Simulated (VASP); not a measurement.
# InSe (R3m) in VASP: single point with PBEsol

Aim: the single point of InSe with PBEsol.

Everything below comes from runs of VASP 6.6.1. Logs are shortened: lines on timing, memory, paths and dates and some standing lists are left out, and cuts for length are marked.

**The experiment to reproduce.**

From “The Interaction of Hydrogen with the van der Waals Crystal γ-InSe”, 2020, pmc:7321205, for a bulk crystal of InSe at 300 K: band gap 1.25 eV.

The results are compared with them further down.

## 1. The cell of the first run

The structure is trigonal, space group R3m (No. 160). The conventional cell has a = 4.009 Å, b = 4.009 Å, c = 25.289 Å, α = 90.00°, β = 90.00°, γ = 120.00°. In (site symmetry 3m) has 3 Se at 2.64 Å and 1 In at 2.78 Å within 3.5 Å. Within 3.5 Å of In (site symmetry 3m) lie 3 Se at 2.64 Å and 1 In at 2.78 Å. Within 3.5 Å of Se (site symmetry 3m) lie 3 In at 2.64 Å. Se (site symmetry 3m) has 3 In at 2.64 Å within 3.5 Å.

## 2. Single point, PBEsol

Input file INCAR:

```
PREC     = Accurate       # precision mode
ENCUT    = 520            # plane-wave cutoff, eV
EDIFF    = 1E-7           # SCF threshold, eV
ISMEAR   = 0              # smearing method
SIGMA    = 0.02           # smearing width, eV
LREAL    = False          # projectors in reciprocal space
LASPH    = True           # aspherical terms in the spheres
NELM     = 60             # most SCF steps
ALGO     = Normal         # electronic algorithm
ISIF     = 2              # what is computed and relaxed
LWAVE    = False          # write WAVECAR
LCHARG   = True           # write CHGCAR
GGA      = PS             # functional
LELF     = True           # ELF
LVHAR    = True         
NBANDS   = 27             # bands
```

Input file KPOINTS:

```
regular mesh
0
Gamma
  12 12 12
```

Input file POSCAR:

```
InSe
1.0
    2.0044545702      1.1572723857      8.4296004050
   -2.0044545702      1.1572723857      8.4296004050
    0.0000000000     -2.3145447713      8.4296004050
In Se
2 2
Direct
    0.0007716510      0.0007716510      0.0007716510
    0.1105681834      0.1105681834      0.1105681834
    0.6169296327      0.6169296327      0.6169296327
    0.8277305329      0.8277305329      0.8277305329
```

Potentials or basis: VASP PAW PBE potentials, release 64 (In_d, Se).

Command:

```console
$ cat potpaw_PBE.64/In_d/POTCAR potpaw_PBE.64/Se/POTCAR > POTCAR
$ mpirun -np 1 vasp_std > vasp.out
```

OUTCAR:

```text
PREC = Accurate
   ENCUT = 520
   EDIFF = 1E-7
   ISMEAR = 0
   LREAL = False
   LASPH = True
   NELM = 60
   ISIF = 2
   GGA = PS

 ion  position               nearest neighbor table
   1  0.001  0.001  0.001-   3 2.64   3 2.64   3 2.64   2 2.78
   2  0.111  0.111  0.111-   4 2.64   4 2.64   4 2.64   1 2.78
   3  0.617  0.617  0.617-   1 2.64   1 2.64   1 2.64
   4  0.828  0.828  0.828-   2 2.64   2 2.64   2 2.64

  LATTYP: Found a trigonal (rhomboedric) cell.
 ALAT       =     8.7415834084
 COS(alpha) =     0.8948420238

  Lattice vectors:

 A1 = (   2.0044545702,   1.1572723857,   8.4296004050)
 A2 = (  -2.0044545702,   1.1572723857,   8.4296004050)
 A3 = (   0.0000000000,  -2.3145447713,   8.4296004050)

Analysis of symmetry for initial positions (statically):
=====================================================================
 Subroutine PRICEL returns:
 Original cell was already a primitive cell.

 Routine SETGRP: Setting up the symmetry group for a
 trigonal (rhombohedral) supercell.

 Subroutine GETGRP returns: Found  6 space group operations
 (whereof  6 operations were pure point group operations)
 out of a pool of 12 trial point group operations.

The static configuration has the point symmetry C_3v.

Analysis of symmetry for dynamics (positions and initial velocities):
=====================================================================
 Subroutine PRICEL returns:
 Original cell was already a primitive cell.

 Routine SETGRP: Setting up the symmetry group for a
 trigonal (rhombohedral) supercell.

 Subroutine GETGRP returns: Found  6 space group operations
 (whereof  6 operations were pure point group operations)
 out of a pool of 12 trial point group operations.

The dynamic configuration has the point symmetry C_3v.

 Subroutine INISYM returns: Found  6 space group operations
 (whereof  6 operations are pure point group operations),
 and found     1 'primitive' translations

----------------------------------------------------------------------------------------

                                     Primitive cell

  volume of cell :     117.3249

  direct lattice vectors                    reciprocal lattice vectors
     2.004454570  1.157272386  8.429600405     0.249444416  0.144016801  0.039543195
    -2.004454570  1.157272386  8.429600405    -0.249444416  0.144016801  0.039543195
     0.000000000 -2.314544771  8.429600405     0.000000000 -0.288033602  0.039543195

  length of vectors
     8.741583408  8.741583408  8.741583408     0.290735309  0.290735309  0.290735309

  position of ions in fractional coordinates (direct lattice)
     0.000771651  0.000771651  0.000771651
     0.110568183  0.110568183  0.110568183
     0.616929633  0.616929633  0.616929633
     0.827730533  0.827730533  0.827730533

  ion indices of the primitive-cell ions
   primitive index   ion index
                 1           1
                 2           2
                 3           3
                 4           4

----------------------------------------------------------------------------------------

 KPOINTS: regular mesh

Automatic generation of k-mesh.
 Grid dimensions read from file:
 generate k-points for:   12   12   12

 Generating k-lattice:

  Cartesian coordinates                     Fractional coordinates (reciprocal lattice)
     0.020787035  0.012001400  0.003295266     0.083333333 -0.000000000 -0.000000000
    -0.020787035  0.012001400  0.003295266    -0.000000000  0.083333333 -0.000000000
     0.000000000 -0.024002800  0.003295266     0.000000000  0.000000000  0.083333333

  Length of vectors
     0.024227942  0.024227942  0.024227942

  Shift w.r.t. Gamma in fractional coordinates (k-lattice)
     0.000000000  0.000000000  0.000000000

 Subroutine IBZKPT returns following result:
 ===========================================

 Found    189 irreducible k-points:

 Following reciprocal coordinates:
            Coordinates               Weight
  0.000000  0.000000  0.000000      1.000000
  0.083333 -0.000000  0.000000      6.000000
  0.166667  0.000000  0.000000      6.000000
  0.250000 -0.000000 -0.000000      6.000000
  0.333333  0.000000  0.000000      6.000000
  0.416667  0.000000  0.000000      6.000000
[... 16 lines left out ...]
  0.500000  0.166667 -0.000000     12.000000
 -0.416667  0.166667 -0.000000     12.000000
 [... further k-points ...]
   k-points           NKPTS =    189   k-points in BZ     NKDIM =    189   number of bands    NBANDS=     27
   number of dos      NEDOS =    301   number of ions     NIONS =      4
   total plane-waves  NPLWV = 343000
   dimension x,y,z NGX =    70 NGY =   70 NGZ =   70
   dimension x,y,z NGXF=   140 NGYF=  140 NGZF=  140
   ions per type =               2   2
   NGX,Y,Z   is equivalent  to a cutoff of  13.31, 13.31, 13.31 a.u.
   NGXF,Y,Z  is equivalent  to a cutoff of  26.62, 26.62, 26.62 a.u.
 SYSTEM =  unknown system
   PREC   = accura    normal or accurate (medium, high low for compatibility)
   ISTART =      0    job   : 0-new  1-cont  2-samecut
   ICHARG =      2    charge: 1-file 2-atom 10-const
   ISPIN  =      1    spin polarized calculation?
   LNONCOLLINEAR =      F non collinear calculations
   LSORBIT =      F    spin-orbit coupling
   LASPH  =      T    aspherical Exc in radial PAW
   ENCUT  =  520.0 eV  38.22 Ry    6.18 a.u.  16.25 16.25 16.25*2*pi/ulx,y,z
   NELM   =     60;   NELMIN=  2; NELMDL= -5     # of ELM steps
   EDIFF  = 0.1E-06   stopping-criterion for ELM
   LREAL  =      F    real-space projection
   EDIFFG = 0.1E-05   stopping-criterion for IOM
   NSW    =      0    number of steps for IOM
   IBRION =     -1    ionic relax: 0-MD 1-quasi-New 2-CG
   NFREE  =      0    steps in history (QN), initial steepest desc. (CG)
   ISIF   =      2    stress and relaxation
   ISYM   =      2    0-nonsym 1-usesym 2-fastsym
   POTIM  = 0.5000    time-step for ionic-motion
   TEBEG  =    0.0;   TEEND  =   0.0 temperature during run
   PSTRESS=    0.0 pullay stress
   NELECT =      38.0000    total number of electrons
   NUPDOWN=      -1.0000    fix difference up-down
   EMIN   =  10.00;   EMAX   =-10.00  energy-range for DOS
   EFERMI =   0.00;   METHOD = LEGACY
   ISMEAR =     0;   SIGMA  =   0.02  broadening in eV -4-tet -1-fermi 0-gaus
   EFERMI_NEDOS =   21; number of points for ismear=-14 and -15
   IALGO  =     38    algorithm
   IMIX   =      4    mixing-type and parameters
     AMIX     =   0.40;   BMIX     =  1.00
     AMIX_MAG =   1.60;   BMIX_MAG =  1.00
  volume/ion in A,a.u.               =      29.33       197.94
  Fermi-wavevector in a.u.,A,eV,Ry     =   1.124275  2.124572 17.197696  1.263995
  Thomas-Fermi vector in A             =   2.260946
   LORBIT       =      0    0 simple, 1 ext, 2 COOP (PROOUT), +10 PAW based schemes
   GGA     = PS    functional components
   LHFCALC =     F    Hartree Fock is set to
   AEXX    =    0.0000 exact exchange contribution
   IVDW    =     0    specifies the selected vdW correction
   LEPSILON=     F    determine dielectric tensor
   LRPA    =     F    only Hartree local field effects (RPA)
 non-spin polarized calculation
 Gauss-broadening in eV      SIGMA  =   0.02
  energy-cutoff  :      520.00
  volume of cell :      117.32
 maximum number of plane-waves:      3188
 NGX is ok and might be reduce to    70
   NGX = 33   NGY = 33   NGZ = 33

 number of electron      38.0000003 magnetization

 Free energy of the ion-electron system (eV)
  ---------------------------------------------------
  ext. energy  EPLUGINS =         0.00000000
  ---------------------------------------------------
  free energy    TOTEN  =       -15.59886934 eV

  energy without entropy =      -15.59886934  energy(sigma->0) =      -15.59886934

 E-fermi :   4.0642     XC(G=0):  -9.0817

 val. band max:        3.9230756954   @ k =   0.5000   0.5000   0.5000
 cond. band min:       4.2805544893   @ k =   0.5000   0.5000   0.5000
 fundamental gap:      0.3574787939
 Fermi energy:         4.0641862681

 k-point     1 :       0.0000    0.0000    0.0000
  band No.  band energies     occupation
      1     -10.8181      2.00000
      2     -10.6194      2.00000
      3     -10.6194      2.00000
      4     -10.5303      2.00000
      5     -10.5303      2.00000
      6     -10.5208      2.00000
[... 19 lines left out ...]
     26       9.3832      0.00000
     27      11.2765      0.00000

 k-point     2 :       0.0833   -0.0000    0.0000
  band No.  band energies     occupation
      1     -10.8183      2.00000
      2     -10.6498      2.00000
      3     -10.6182      2.00000
      4     -10.5631      2.00000
      5     -10.5251      2.00000
      6     -10.5229      2.00000
[... 19 lines left out ...]
     26       9.5489      0.00000
     27      11.2738      0.00000

 k-point     3 :       0.1667    0.0000    0.0000
  band No.  band energies     occupation
      1     -10.8245      2.00000
      2     -10.7115      2.00000
      3     -10.6376      2.00000
      4     -10.6161      2.00000
      5     -10.5285      2.00000
      6     -10.5111      2.00000
[... 19 lines left out ...]
     26       9.9452      0.00000
     27      10.6262      0.00000

 k-point     4 :       0.2500   -0.0000   -0.0000
  band No.  band energies     occupation
      1     -10.8568      2.00000
      2     -10.7502      2.00000
      3     -10.7180      2.00000
      4     -10.6151      2.00000
      5     -10.5361      2.00000
      6     -10.4919      2.00000
[... 19 lines left out ...]
     26      10.3005      0.00000
     27      10.5907      0.00000

 k-point     5 :       0.3333    0.0000    0.0000
  band No.  band energies     occupation
      1     -10.9066      2.00000
      2     -10.7848      2.00000
      3     -10.7564      2.00000
      4     -10.6157      2.00000
      5     -10.5435      2.00000
      6     -10.4729      2.00000
[... 19 lines left out ...]
     26      10.4548      0.00000
     27      11.1430      0.00000

 k-point     6 :       0.4167    0.0000    0.0000
  band No.  band energies     occupation
      1     -10.9435      2.00000
      2     -10.8275      2.00000
      3     -10.7549      2.00000
      4     -10.6168      2.00000
      5     -10.5488      2.00000
      6     -10.4592      2.00000
[... 444 lines left out ...]
      1     -10.8744      2.00000
      2     -10.7573      2.00000
      3     -10.7495      2.00000
      4     -10.6201      2.00000
      5     -10.5336      2.00000
      6     -10.4877      2.00000
[... 19 lines left out ...]
     26      10.3791      0.00000
     27      10.9530      0.00000

 k-point    22 :       0.4167    0.1667    0.0000
  band No.  band energies     occupation
      1     -10.9141      2.00000
      2     -10.8032      2.00000
      3     -10.7562      2.00000
      4     -10.6248      2.00000
      5     -10.5354      2.00000
      6     -10.4754      2.00000
[... 19 lines left out ...]
     26      10.5725      0.00000
     27      10.8872      0.00000

 k-point    23 :       0.5000    0.1667   -0.0000
  band No.  band energies     occupation
      1     -10.9427      2.00000
      2     -10.8363      2.00000
      3     -10.7542      2.00000
      4     -10.6288      2.00000
      5     -10.5368      2.00000
      6     -10.4667      2.00000
[... 19 lines left out ...]
     26      10.7544      0.00000
     27      11.4217      0.00000

 k-point    24 :      -0.4167    0.1667   -0.0000
  band No.  band energies     occupation
      1     -10.9534      2.00000
      2     -10.8471      2.00000
      3     -10.7531      2.00000
      4     -10.6303      2.00000
      5     -10.5373      2.00000
      6     -10.4635      2.00000
[... 19 lines left out ...]
     26      10.8511      0.00000
     27      11.6532      0.00000

 [... further k-points ...]
[... 5 lines left out ...]
  --------------------------------------------------------------------------------------
  -------------------------------------------------------------------------------------
  Total        0.0459542      0.0459542      0.0350750      0.0000000      0.0000000      0.0000000
  in kB        0.6275468      0.6275468      0.4789814      0.0000000      0.0000000      0.0000000
  external PRESSURE =       0.5780250 kB  Pullay stress =       0.0000000 kB

 VOLUME and BASIS-vectors are now :
 -----------------------------------------------------------------------------
  energy-cutoff  :      520.00
  volume of cell :      117.32
      direct lattice vectors                 reciprocal lattice vectors
     2.004454570  1.157272386  8.429600405     0.249444416  0.144016801  0.039543195
    -2.004454570  1.157272386  8.429600405    -0.249444416  0.144016801  0.039543195
     0.000000000 -2.314544771  8.429600405     0.000000000 -0.288033602  0.039543195

 POSITION                                       TOTAL-FORCE (eV/Angst)
 -----------------------------------------------------------------------------------
      0.00000      0.00000      0.01951         0.000000      0.000000      0.018554
      0.00000      0.00000      2.79614         0.000000     -0.000000     -0.018034
      0.00000      0.00000     15.60141         0.000000     -0.000000     -0.019048
      0.00000      0.00000     20.93231         0.000000      0.000000      0.018528
 -----------------------------------------------------------------------------------
    total drift:                                0.000000      0.000000      0.000471

  FREE ENERGIE OF THE ION-ELECTRON SYSTEM (eV)
  ---------------------------------------------------
  free  energy   TOTEN  =       -15.5988693362 eV

  energy  without entropy=      -15.5988693362  energy(sigma->0) =      -15.59886934
```

It took 56 min on 1 thread of Intel Xeon Platinum 8488C (Sapphire Rapids), shared host; peak memory 0.98 GiB.

What came out:

```yaml
Free_energy: -15.5989 eV
Pressure: 0.1 GPa
Largest_force: 0.019 eV/Å
Band_gap_on_the_k_mesh: 0.36 eV
```

Forces in eV/Å, atoms in the order of the input:
```
In   0.000  0.000  0.019
In   0.000  0.000 -0.018
Se   0.000  0.000 -0.019
Se   0.000  0.000  0.019
```

Caveat: semilocal functionals underestimate gaps, and a narrow one can read as zero; the PAW data sets were made with another functional, which shifts forces and pressure a little; spin-orbit coupling is left out, which moves the levels of the heavy elements.

## 3. How close it comes

Step 2. Against the measured gap of InSe, 1.25 eV (300 K; “The Interaction of Hydrogen with the van der Waals Crystal γ-InSe”, 2020, pmc:7321205), the calculated 0.36 eV is off by -0.89 eV. Spin-orbit coupling on In, Se is left out. The value is that of PBEsol on a finite k mesh, which can miss the band edges, without temperature or zero-point motion. Semilocal functionals fall short of measured gaps as a rule.
